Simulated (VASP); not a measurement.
A run of VASP 6.6.1 is set up as follows.

INCAR

```
PREC = Accurate
ENCUT = 500
EDIFF = 1E-6
ISMEAR = -1
SIGMA = 0.05
LREAL = F
LASPH = T
NELM = 120
ALGO = Normal
ISIF = 2
LWAVE = F
LCHARG = F
GGA = PE
NBANDS = 20
GGA_COMPAT = F
```

File KPOINTS:

```
regular mesh
0
Gamma
  7 7 4
```

POSCAR

```
SnSe2
1.0
    3.8110000000      0.0000000000      0.0000000000
   -1.9055000000      3.3004228138      0.0000000000
    0.0000000000      0.0000000000      6.1360000000
Sn Se
1 2
Direct
    0.0000000000      0.0000000000      0.0000000000
    0.6666666667      0.3333333333      0.7510000000
    0.3333333333      0.6666666667      0.2490000000
```

Potentials or basis: VASP PAW PBE potentials, release 64 (Sn_d, Se).

The run is started by

```sh
$ cat potpaw_PBE.64/Sn_d/POTCAR potpaw_PBE.64/Se/POTCAR > POTCAR
$ mpirun -np 1 vasp_std > vasp.out
```

Task: Estimate the band gap on the k mesh.

Result: 0.81 eV, indirect (least direct gap 1.09 eV).

Task: What does it give for the largest force?

Result: 0.802 eV/Å.

Forces on the atoms (eV/Å):
```
Sn   0.000  0.000  0.000
Se   0.000  0.000 -0.802
Se   0.000  0.000  0.802
```

Caveat: spin-orbit coupling is left out, which moves the levels of the heavy elements. A k mesh can miss the band edges.
